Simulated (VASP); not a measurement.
# PbO (P1) in VASP: single point with PBE

Aim: the single point of PbO with PBE.

Everything below comes from runs of VASP 6.6.1. Logs are shortened: lines on timing, memory, paths and dates and some standing lists are left out, and cuts for length are marked.

## Step 1: The cell of the first run

The typed cell holds 4 atoms: a = 3.925 Å, b = 3.784 Å, c = 4.877 Å, α = 86.48°, β = 90.76°, γ = 93.56°.

## Step 2: Single point, PBE (atoms moved at random and the cell strained at random)

The input, INCAR:

```
SYSTEM = PbO
ALGO = Normal
EDIFF = 1E-6
ENCUT = 520
GGA = PE
ISIF = 2
ISMEAR = 0
LASPH = .True.
LCHARG = .False.
LREAL = .False.
LWAVE = .False.
NBANDS = 28
NELM = 60
PREC = Accurate
SIGMA = 0.02
```

The input, KPOINTS:

```
k-points
0
Gamma
  8 8 6
  0 0 0
```

The input, POSCAR:

```
PbO
1.0
    3.9230507520     -0.1192320000     -0.0240451200
   -0.1192320000      3.7799723520      0.1170063360
   -0.0303831000      0.1478476800      4.8745540800
Pb O
2 2
Direct
   -0.0522493961      0.4932518116      0.2434114297
    0.4570274758     -0.0123062601      0.8047128236
    0.0362771739      0.0374924517     -0.0269932298
    0.5589447464      0.4815619968     -0.0211310235
```

Potentials or basis: VASP PAW PBE potentials, release 64 (Pb_d, O).

The run is started by

```console
> cat potpaw_PBE.64/Pb_d/POTCAR potpaw_PBE.64/O/POTCAR > POTCAR
> mpirun -np 1 vasp_std > vasp.out
```

OUTCAR:

```text
SYSTEM = PbO
   EDIFF = 1E-6
   ENCUT = 520
   GGA = PE
   ISIF = 2
   ISMEAR = 0
   LASPH = .True.
   LREAL = .False.
   NELM = 60
   PREC = Accurate

 ion  position               nearest neighbor table
   1  0.948  0.493  0.243-   4 1.99   3 2.28   3 2.39   4 2.74   2 3.35   2 3.41   2 3.45   2 3.65
                             2 3.73   2 3.85   2 3.87   2 3.99
   2  0.457  0.988  0.805-   3 1.88   4 2.11   4 2.11   3 2.41   1 3.35   1 3.41   1 3.45   1 3.65
                             1 3.73   1 3.85   1 3.87   1 3.99
   3  0.036  0.037  0.973-   2 1.88   1 2.28   1 2.39   2 2.41
   4  0.559  0.482  0.979-   1 1.99   2 2.11   2 2.11   1 2.74

  LATTYP: Found a triclinic cell.
 ALAT       =     6.3534109161
 B/A-ratio  =     0.5955323837
 C/A-ratio  =     0.9789095405
 COS(alpha) =     0.0089909380
 COS(beta)  =     0.6008327599
 COS(gamma) =     0.6426570143

  Lattice vectors:

 A1 = (   0.1496151000,  -3.9278200320,  -4.9915604160)
 A2 = (   0.1192320000,  -3.7799723520,  -0.1170063360)
 A3 = (  -3.8926676520,  -0.0286156800,  -4.8505089600)

Analysis of symmetry for initial positions (statically):
=====================================================================
 Subroutine PRICEL returns:
 Original cell was already a primitive cell.

 Routine SETGRP: Setting up the symmetry group for a
 triclinic supercell.

 Subroutine GETGRP returns: Found  1 space group operations
 (whereof  1 operations were pure point group operations)
 out of a pool of  2 trial point group operations.

The static configuration has the point symmetry C_1 .

Analysis of symmetry for dynamics (positions and initial velocities):
=====================================================================
 Subroutine PRICEL returns:
 Original cell was already a primitive cell.

 Routine SETGRP: Setting up the symmetry group for a
 triclinic supercell.

 Subroutine GETGRP returns: Found  1 space group operations
 (whereof  1 operations were pure point group operations)
 out of a pool of  2 trial point group operations.

The dynamic configuration has the point symmetry C_1 .

 Subroutine INISYM returns: Found  1 space group operations
 (whereof  1 operations are pure point group operations),
 and found     1 'primitive' translations

----------------------------------------------------------------------------------------

                                     Primitive cell

  volume of cell :      72.1458
[... 92 lines left out ...]
   NELM   =     60;   NELMIN=  2; NELMDL= -5     # of ELM steps
   EDIFF  = 0.1E-05   stopping-criterion for ELM
   LREAL  =      F    real-space projection
   EDIFFG = 0.1E-04   stopping-criterion for IOM
   NSW    =      0    number of steps for IOM
   IBRION =     -1    ionic relax: 0-MD 1-quasi-New 2-CG
   NFREE  =      0    steps in history (QN), initial steepest desc. (CG)
   ISIF   =      2    stress and relaxation
   ISYM   =      2    0-nonsym 1-usesym 2-fastsym
   POTIM  = 0.5000    time-step for ionic-motion
   TEBEG  =    0.0;   TEEND  =   0.0 temperature during run
   PSTRESS=    0.0 pullay stress
   NELECT =      40.0000    total number of electrons
   NUPDOWN=      -1.0000    fix difference up-down
   EMIN   =  10.00;   EMAX   =-10.00  energy-range for DOS
   EFERMI =   0.00;   METHOD = LEGACY
   ISMEAR =     0;   SIGMA  =   0.02  broadening in eV -4-tet -1-fermi 0-gaus
   EFERMI_NEDOS =   21; number of points for ismear=-14 and -15
   IALGO  =     38    algorithm
   IMIX   =      4    mixing-type and parameters
     AMIX     =   0.40;   BMIX     =  1.00
     AMIX_MAG =   1.60;   BMIX_MAG =  1.00
  volume/ion in A,a.u.               =      18.04       121.72
  Fermi-wavevector in a.u.,A,eV,Ry     =   1.344904  2.541499 24.609750  1.808766
  Thomas-Fermi vector in A             =   2.472860
   LORBIT       =      0    0 simple, 1 ext, 2 COOP (PROOUT), +10 PAW based schemes
   GGA     = PE    functional components
   LHFCALC =     F    Hartree Fock is set to
   AEXX    =    0.0000 exact exchange contribution
   IVDW    =     0    specifies the selected vdW correction
   LEPSILON=     F    determine dielectric tensor
   LRPA    =     F    only Hartree local field effects (RPA)
 non-spin polarized calculation
 Gauss-broadening in eV      SIGMA  =   0.02
  energy-cutoff  :      520.00
  volume of cell :       72.15
 maximum number of plane-waves:      1962
 NGX is ok and might be reduce to    30
   NGX = 15   NGY = 15   NGZ = 19

 number of electron      39.9999993 magnetization

 Free energy of the ion-electron system (eV)
  ---------------------------------------------------
  ext. energy  EPLUGINS =         0.00000000
  ---------------------------------------------------
  free energy    TOTEN  =       -18.78526118 eV

  energy without entropy =      -18.78526118  energy(sigma->0) =      -18.78526118

 E-fermi :   6.6709     XC(G=0): -10.2808

 val. band max:        6.5380267659   @ k =  -0.1250   0.1250  -0.0000
 cond. band min:       7.8543954688   @ k =   0.5000   0.5000  -0.0000
 fundamental gap:      1.3163687028
 Fermi energy:         6.6709252802

 k-point     1 :       0.0000    0.0000    0.0000
  band No.  band energies     occupation
      1     -14.0083      2.00000
      2     -13.3343      2.00000
      3     -10.1434      2.00000
      4     -10.0638      2.00000
      5     -10.0267      2.00000
      6      -9.9660      2.00000
[... 733 lines left out ...]
     27      15.3890      0.00000
     28      17.0885      0.00000

 [... further k-points ...]

------------------------ aborting loop because EDIFF is reached ----------------------------------------

  FORCE on cell =-STRESS in cart. coord.  units (eV):
  Direction    XX          YY          ZZ          XY          YZ          ZX
  --------------------------------------------------------------------------------------
  -------------------------------------------------------------------------------------
  Total       19.7283886     11.9142008     11.0659653     -0.1146024      0.3712648     -0.1827241
  in kB      438.1180510    264.5845296    245.7473455     -2.5450322      8.2448598     -4.0578440
  external PRESSURE =     316.1499754 kB  Pullay stress =       0.0000000 kB

 VOLUME and BASIS-vectors are now :
 -----------------------------------------------------------------------------
  energy-cutoff  :      520.00
  volume of cell :       72.15
      direct lattice vectors                 reciprocal lattice vectors
     3.923050752 -0.119232000 -0.024045120     0.255155265  0.008006673  0.001347537
    -0.119232000  3.779972352  0.117006336     0.008006673  0.265052056 -0.007989257
    -0.030383100  0.147847680  4.874554080     0.001066438 -0.006322681  0.205345387

 POSITION                                       TOTAL-FORCE (eV/Angst)
 -----------------------------------------------------------------------------------
      3.65187      1.78746      1.22145         2.585817     -0.053874      3.320205
      1.65073      3.79794      4.02719         4.694245     -0.235698     -7.522517
      0.10828      0.28125      4.74649        -5.228877     -0.022654      3.763274
      2.10561      1.89837      4.81446        -2.051185      0.312226      0.439038
 -----------------------------------------------------------------------------------
    total drift:                                0.000108      0.000140      0.000138

  FREE ENERGIE OF THE ION-ELECTRON SYSTEM (eV)
  ---------------------------------------------------
  free  energy   TOTEN  =       -18.7852611792 eV

  energy  without entropy=      -18.7852611792  energy(sigma->0) =      -18.78526118
```

stdout:

```text
POSCAR found type information on POSCAR PbO
 POSCAR found :  2 types and       4 ions
 scaLAPACK will be used
 LDA part: xc-table for (Slater+PW92), standard interpolation
 POSCAR, INCAR and KPOINTS ok, starting setup
 FFT: planning ... GRIDC
 FFT: planning ... GRID_SOFT
 FFT: planning ... GRID
 WAVECAR not read
 entering main loop
```

Run time: 4.2 min. Hardware: 1 thread of Intel Xeon Platinum 8375C at 2.90GHz (Ice Lake), shared host; peak memory 0.41 GiB.

Results:

| Quantity | Value |
| --- | --- |
| Free energy | -18.7853 eV |
| Pressure | 31.6 GPa |
| Largest force | 8.870 eV/Å |
| Band gap on the k mesh | 1.32 eV, indirect (least direct gap 2.33 eV) |

Forces on the atoms (eV/Å):
```
Pb   2.586 -0.054  3.320
Pb   4.694 -0.236 -7.523
O   -5.229 -0.023  3.763
O   -2.051  0.312  0.439
```

Stress tensor (GPa, compression positive):
```
43.81 -0.25 -0.41
-0.25 26.46  0.82
-0.41  0.82 24.57
```

Levels at points of the mesh, in eV from the valence-band top:
| k point | band 18 | band 19 | band 20 | band 21 | band 22 | band 23 |
| --- | --- | --- | --- | --- | --- | --- |
| (0.00, 0.00, 0.00) | -2.75 | -2.23 | -0.19 | 2.30 | 4.00 | 5.65 |
| (0.50, 0.00, 0.00) | -3.77 | -2.47 | -1.53 | 3.13 | 4.05 | 5.65 |
| (0.00, 0.50, 0.00) | -3.35 | -2.32 | -1.37 | 2.89 | 3.65 | 5.83 |
| (0.50, 0.50, 0.00) | -2.14 | -1.83 | -1.01 | 1.32 | 1.42 | 4.78 |
| (0.00, 0.00, 0.50) | -2.77 | -2.24 | -1.33 | 1.77 | 3.74 | 4.41 |
| (0.50, 0.00, 0.50) | -3.71 | -1.77 | -0.52 | 2.24 | 3.27 | 5.97 |
| (0.00, 0.50, 0.50) | -3.54 | -1.90 | -0.58 | 2.45 | 3.48 | 5.50 |
| (0.50, 0.50, 0.50) | -2.11 | -1.81 | -1.50 | 2.98 | 3.15 | 4.72 |

Caveat: the cell differs from its parent crystal (atoms moved at random and the cell strained at random); spin-orbit coupling is left out, which moves the levels of the heavy elements; forces of over 1 eV/Å act on the atoms, so gaps and moduli don't describe the material at rest.
